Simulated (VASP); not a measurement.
# Al2O3 (R-3c) in VASP: further runs

The runs below take Al2O3 through single point, with PBE.

All numbers are computed with VASP 6.6.1; they aren't measurements. Logs are shortened: lines on timing, memory, paths and dates and some standing lists are left out, and cuts for length are marked.

**1. The cell of the first run**

It takes space group R-3c (No. 167, trigonal). Conventional cell: a = 4.711 Å, b = 4.711 Å, c = 13.058 Å, α = 90.00°, β = 90.00°, γ = 120.00°. Within 2.4 Å of Al (site symmetry 3) lie 6 O at 1.84 to 1.96 Å. O (site symmetry 2) has 4 Al at 1.84 to 1.96 Å within 2.4 Å.

**2. Single point, PBE (epitaxial xy strain -1.0%)**

Input file INCAR:

```
SYSTEM = Al2O3
ALGO = Normal ; EDIFF = 1E-7
ENCUT = 520 ; GGA = PE
ISIF = 2 ; ISMEAR = -1
LASPH = .True. ; LCHARG = .False.
LREAL = .False. ; LWAVE = .False.
NBANDS = 35 ; NELM = 100
PREC = Accurate ; SIGMA = 0.02
```

Input file KPOINTS:

```
k-points
0
Gamma
  6 6 6
  0 0 0
```

Input file POSCAR:

```
Al2O3
1.0
    2.3555677989      1.3599877028      4.3525016269
   -2.3555677989      1.3599877028      4.3525016269
    0.0000000000     -2.7199754055      4.3525016269
Al O
4 6
Direct
    0.8513722250      0.8513722250      0.8513722250
    0.3513722250      0.3513722250      0.3513722250
    0.1486277750      0.1486277750      0.1486277750
    0.6486277750      0.6486277750      0.6486277750
    0.4430228297      0.0569771703      0.7500000000
    0.0569771703      0.7500000000      0.4430228297
    0.5569771703      0.9430228297      0.2500000000
    0.2500000000      0.5569771703      0.9430228297
    0.9430228297      0.2500000000      0.5569771703
    0.7500000000      0.4430228297      0.0569771703
```

Potentials or basis: VASP PAW PBE potentials, release 64 (Al, O).

Command:

```sh
cat potpaw_PBE.64/Al/POTCAR potpaw_PBE.64/O/POTCAR > POTCAR
mpirun -np 1 vasp_std > vasp.out
```

OUTCAR:

```text
SYSTEM = Al2O3
   EDIFF = 1E-7
   ENCUT = 520
   GGA = PE
   ISIF = 2
   ISMEAR = -1
   LASPH = .True.
   LREAL = .False.
   NELM = 100
   PREC = Accurate

 ion  position               nearest neighbor table
   1  0.851  0.851  0.851-   7 1.84   9 1.84   8 1.84   6 1.96  10 1.96   5 1.96   4 2.65   3 2.76
                             3 2.76   3 2.76   4 3.21   4 3.21   4 3.21
   2  0.351  0.351  0.351-   5 1.84  10 1.84   6 1.84   8 1.96   9 1.96   7 1.96   3 2.65   4 2.76
                             4 2.76   4 2.76   3 3.21   3 3.21   3 3.21
   3  0.149  0.149  0.149-   5 1.84   6 1.84  10 1.84   9 1.96   8 1.96   7 1.96   2 2.65   1 2.76
                             1 2.76   1 2.76   2 3.21   2 3.21   2 3.21
   4  0.649  0.649  0.649-   7 1.84   8 1.84   9 1.84  10 1.96   6 1.96   5 1.96   1 2.65   2 2.76
                             2 2.76   2 2.76   1 3.21   1 3.21   1 3.21
   5  0.443  0.057  0.750-   2 1.84   3 1.84   1 1.96   4 1.96
   6  0.057  0.750  0.443-   3 1.84   2 1.84   1 1.96   4 1.96
   7  0.557  0.943  0.250-   1 1.84   4 1.84   3 1.96   2 1.96
   8  0.250  0.557  0.943-   4 1.84   1 1.84   2 1.96   3 1.96
   9  0.943  0.250  0.557-   1 1.84   4 1.84   3 1.96   2 1.96
  10  0.750  0.443  0.057-   2 1.84   3 1.84   4 1.96   1 1.96

  LATTYP: Found a trigonal (rhomboedric) cell.
 ALAT       =     5.1324980876
 COS(alpha) =     0.5787270045

  Lattice vectors:

 A1 = (   2.3555677989,   1.3599877028,   4.3525016269)
 A2 = (  -2.3555677989,   1.3599877028,   4.3525016269)
 A3 = (   0.0000000000,  -2.7199754055,   4.3525016269)

Analysis of symmetry for initial positions (statically):
=====================================================================
 Subroutine PRICEL returns:
 Original cell was already a primitive cell.

 Routine SETGRP: Setting up the symmetry group for a
 trigonal (rhombohedral) supercell.

 Subroutine GETGRP returns: Found 12 space group operations
 (whereof  6 operations were pure point group operations)
 out of a pool of 12 trial point group operations.

The static configuration has the point symmetry S_6 .
 The point group associated with its full space group is D_3d.

Analysis of symmetry for dynamics (positions and initial velocities):
=====================================================================
 Subroutine PRICEL returns:
 Original cell was already a primitive cell.

 Routine SETGRP: Setting up the symmetry group for a
 trigonal (rhombohedral) supercell.

 Subroutine GETGRP returns: Found 12 space group operations
 (whereof  6 operations were pure point group operations)
 out of a pool of 12 trial point group operations.

The dynamic configuration has the point symmetry S_6 .
 The point group associated with its full space group is D_3d.

 Subroutine INISYM returns: Found 12 space group operations
 (whereof  6 operations are pure point group operations),
 and found     1 'primitive' translations

----------------------------------------------------------------------------------------

                                     Primitive cell

  volume of cell :      83.6606

  direct lattice vectors                    reciprocal lattice vectors
     2.355567799  1.359987703  4.352501627     0.212263048  0.122550128  0.076584310
    -2.355567799  1.359987703  4.352501627    -0.212263048  0.122550128  0.076584310
     0.000000000 -2.719975406  4.352501627     0.000000000 -0.245100255  0.076584310

  length of vectors
     5.132498088  5.132498088  5.132498088     0.256786471  0.256786471  0.256786471

  position of ions in fractional coordinates (direct lattice)
     0.851372225  0.851372225  0.851372225
     0.351372225  0.351372225  0.351372225
     0.148627775  0.148627775  0.148627775
     0.648627775  0.648627775  0.648627775
     0.443022830  0.056977170  0.750000000
     0.056977170  0.750000000  0.443022830
     0.556977170  0.943022830  0.250000000
     0.250000000  0.556977170  0.943022830
     0.943022830  0.250000000  0.556977170
     0.750000000  0.443022830  0.056977170

  ion indices of the primitive-cell ions
   primitive index   ion index
                 1           1
                 2           2
                 3           3
                 4           4
                 5           5
                 6           6
                 7           7
                 8           8
                 9           9
                10          10

----------------------------------------------------------------------------------------

 KPOINTS: k-points

Automatic generation of k-mesh.
 Grid dimensions read from file:
 generate k-points for:    6    6    6

 Generating k-lattice:

  Cartesian coordinates                     Fractional coordinates (reciprocal lattice)
     0.035377175  0.020425021  0.012764052     0.166666667 -0.000000000  0.000000000
    -0.035377175  0.020425021  0.012764052    -0.000000000  0.166666667  0.000000000
     0.000000000 -0.040850043  0.012764052     0.000000000  0.000000000  0.166666667

  Length of vectors
     0.042797745  0.042797745  0.042797745

  Shift w.r.t. Gamma in fractional coordinates (k-lattice)
     0.000000000  0.000000000  0.000000000

 Subroutine IBZKPT returns following result:
 ===========================================

 Found     32 irreducible k-points:

 Following reciprocal coordinates:
            Coordinates               Weight
  0.000000  0.000000  0.000000      1.000000
  0.166667  0.000000 -0.000000      6.000000
  0.333333 -0.000000 -0.000000      6.000000
  0.500000  0.000000 -0.000000      3.000000
  0.166667  0.166667 -0.000000      6.000000
  0.333333  0.166667  0.000000     12.000000
[... 16 lines left out ...]
  0.500000  0.500000  0.166667      6.000000
 -0.333333  0.500000  0.166667     12.000000
 [... further k-points ...]
   k-points           NKPTS =     32   k-points in BZ     NKDIM =     32   number of bands    NBANDS=     35
   number of dos      NEDOS =    301   number of ions     NIONS =     10
   total plane-waves  NPLWV =  64000
   dimension x,y,z NGX =    40 NGY =   40 NGZ =   40
   dimension x,y,z NGXF=    80 NGYF=   80 NGZF=   80
   ions per type =               4   6
   NGX,Y,Z   is equivalent  to a cutoff of  12.96, 12.96, 12.96 a.u.
   NGXF,Y,Z  is equivalent  to a cutoff of  25.91, 25.91, 25.91 a.u.
 SYSTEM =  Al2O3
   PREC   = accura    normal or accurate (medium, high low for compatibility)
   ISTART =      0    job   : 0-new  1-cont  2-samecut
   ICHARG =      2    charge: 1-file 2-atom 10-const
   ISPIN  =      1    spin polarized calculation?
   LNONCOLLINEAR =      F non collinear calculations
   LSORBIT =      F    spin-orbit coupling
   LASPH  =      T    aspherical Exc in radial PAW
   ENCUT  =  520.0 eV  38.22 Ry    6.18 a.u.   9.54  9.54  9.54*2*pi/ulx,y,z
   NELM   =    100;   NELMIN=  2; NELMDL= -5     # of ELM steps
   EDIFF  = 0.1E-06   stopping-criterion for ELM
   LREAL  =      F    real-space projection
   EDIFFG = 0.1E-05   stopping-criterion for IOM
   NSW    =      0    number of steps for IOM
   IBRION =     -1    ionic relax: 0-MD 1-quasi-New 2-CG
   NFREE  =      0    steps in history (QN), initial steepest desc. (CG)
   ISIF   =      2    stress and relaxation
   ISYM   =      2    0-nonsym 1-usesym 2-fastsym
   POTIM  = 0.5000    time-step for ionic-motion
   TEBEG  =    0.0;   TEEND  =   0.0 temperature during run
   PSTRESS=    0.0 pullay stress
   NELECT =      48.0000    total number of electrons
   NUPDOWN=      -1.0000    fix difference up-down
   EMIN   =  10.00;   EMAX   =-10.00  energy-range for DOS
   EFERMI =   0.00;   METHOD = LEGACY
   ISMEAR =    -1;   SIGMA  =   0.02  broadening in eV -4-tet -1-fermi 0-gaus
   EFERMI_NEDOS =   21; number of points for ismear=-14 and -15
   IALGO  =     38    algorithm
   IMIX   =      4    mixing-type and parameters
     AMIX     =   0.40;   BMIX     =  1.00
     AMIX_MAG =   1.60;   BMIX_MAG =  1.00
  volume/ion in A,a.u.               =       8.37        56.46
  Fermi-wavevector in a.u.,A,eV,Ry     =   1.360343  2.570675 25.178018  1.850532
  Thomas-Fermi vector in A             =   2.487013
   LORBIT       =      0    0 simple, 1 ext, 2 COOP (PROOUT), +10 PAW based schemes
   GGA     = PE    functional components
   LHFCALC =     F    Hartree Fock is set to
   AEXX    =    0.0000 exact exchange contribution
   IVDW    =     0    specifies the selected vdW correction
   LEPSILON=     F    determine dielectric tensor
   LRPA    =     F    only Hartree local field effects (RPA)
 non-spin polarized calculation
  energy-cutoff  :      520.00
  volume of cell :       83.66
 maximum number of plane-waves:      2276
 NGX is ok and might be reduce to    40
   NGX = 19   NGY = 19   NGZ = 19

 number of electron      48.0000013 magnetization

 Free energy of the ion-electron system (eV)
  ---------------------------------------------------
  ext. energy  EPLUGINS =         0.00000000
  ---------------------------------------------------
  free energy    TOTEN  =       -74.65163318 eV

  energy without entropy =      -74.65163318  energy(sigma->0) =      -74.65163318

 E-fermi :   6.7835     XC(G=0): -11.7624

 val. band max:        6.3196266252   @ k =   0.0000   0.0000   0.0000
 cond. band min:      12.7690275263   @ k =   0.0000   0.0000   0.0000
 fundamental gap:      6.4494009010
 Fermi energy:         6.7835418011

 k-point     1 :       0.0000    0.0000    0.0000
  band No.  band energies     occupation
      1     -13.0577      2.00000
      2     -10.7258      2.00000
      3     -10.3512      2.00000
      4     -10.3512      2.00000
      5     -10.0402      2.00000
      6     -10.0402      2.00000
[... 27 lines left out ...]
     34      20.2121      0.00000
     35      21.1053      0.00000

 k-point     2 :       0.1667    0.0000   -0.0000
  band No.  band energies     occupation
      1     -12.9098      2.00000
      2     -10.7680      2.00000
      3     -10.4672      2.00000
      4     -10.3832      2.00000
      5     -10.1111      2.00000
      6     -10.0548      2.00000
[... 27 lines left out ...]
     34      19.5499      0.00000
     35      20.7691      0.00000
[... 796 lines left out ...]
     34      19.8715      0.00000
     35      20.1713      0.00000

 k-point    24 :      -0.3333    0.5000    0.1667
  band No.  band energies     occupation
      1     -11.7191      2.00000
      2     -11.3398      2.00000
      3     -11.0737      2.00000
      4     -10.8395      2.00000
      5     -10.2530      2.00000
      6     -10.0335      2.00000
[... 27 lines left out ...]
     34      19.8565      0.00000
     35      20.0723      0.00000

 [... further k-points ...]
[... 5 lines left out ...]
  --------------------------------------------------------------------------------------
  -------------------------------------------------------------------------------------
  Total        7.2210322      7.2210322      3.8335429      0.0000000      0.0000000      0.0000000
  in kB      138.2894604    138.2894604     73.4159002      0.0000000      0.0000000      0.0000000
  external PRESSURE =     116.6649403 kB  Pullay stress =       0.0000000 kB

 VOLUME and BASIS-vectors are now :
 -----------------------------------------------------------------------------
  energy-cutoff  :      520.00
  volume of cell :       83.66
      direct lattice vectors                 reciprocal lattice vectors
     2.355567799  1.359987703  4.352501627     0.212263048  0.122550128  0.076584310
    -2.355567799  1.359987703  4.352501627    -0.212263048  0.122550128  0.076584310
     0.000000000 -2.719975406  4.352501627     0.000000000 -0.245100255  0.076584310

 POSITION                                       TOTAL-FORCE (eV/Angst)
 -----------------------------------------------------------------------------------
      0.00000      0.00000     11.11680         0.000000      0.000000      0.028781
      0.00000      0.00000      4.58804         0.000000      0.000000      0.028781
      0.00000      0.00000      1.94071         0.000000     -0.000000     -0.028781
      0.00000      0.00000      8.46946         0.000000     -0.000000     -0.028781
      0.90936     -1.35999      5.44063        -0.019446     -0.000000     -0.000000
     -1.63246     -0.10753      5.44063         0.009723      0.016841     -0.000000
     -0.90936      1.35999      7.61688         0.019446     -0.000000     -0.000000
     -0.72311     -1.46752      7.61688        -0.009723      0.016841     -0.000000
      1.63246      0.10753      7.61688        -0.009723     -0.016841     -0.000000
      0.72311      1.46752      5.44063         0.009723     -0.016841     -0.000000
 -----------------------------------------------------------------------------------
    total drift:                               -0.000000      0.000000      0.000000

  FREE ENERGIE OF THE ION-ELECTRON SYSTEM (eV)
  ---------------------------------------------------
  free  energy   TOTEN  =       -74.6516331813 eV

  energy  without entropy=      -74.6516331813  energy(sigma->0) =      -74.65163318
```

Wall time 1.9 min (1 thread of Intel Xeon 6975P-C, shared host); peak memory 0.26 GiB.

What came out:

```yaml
Free_energy: -74.6516 eV
Pressure: 11.7 GPa
Largest_force: 0.029 eV/Å
Band_gap_on_the_k_mesh: 6.45 eV, direct
```

Forces on the atoms (eV/Å):
```
Al   0.000  0.000  0.029
Al   0.000  0.000  0.029
Al   0.000  0.000 -0.029
Al   0.000  0.000 -0.029
O   -0.019  0.000  0.000
O    0.010  0.017  0.000
O    0.019  0.000  0.000
O   -0.010  0.017  0.000
O   -0.010 -0.017  0.000
O    0.010 -0.017  0.000
```

Stress tensor (GPa, compression positive):
```
13.83  0.00  0.00
 0.00 13.83  0.00
 0.00  0.00  7.34
```

Levels at points of the mesh, in eV from the valence-band top:
```
           k point  band 21  band 22  band 23  band 24  band 25  band 26  band 27  band 28
(0.00, 0.00, 0.00)    -0.49    -0.10     0.00     0.00     6.45     9.38    10.92    11.47
(0.50, 0.00, 0.00)    -0.93    -0.93    -0.31    -0.31     9.67     9.67     9.76     9.76
(0.50, 0.50, 0.00)    -1.02    -0.91    -0.82    -0.28     9.84     9.86    10.17    10.59
(0.50, 0.50, 0.50)    -0.34    -0.34    -0.34    -0.34     8.92     8.92    11.25    11.25
```

Caveat: the cell differs from its parent crystal (epitaxial xy strain -1.0%). A k mesh can miss the band edges.

(Part 1 of 2 ends here.)
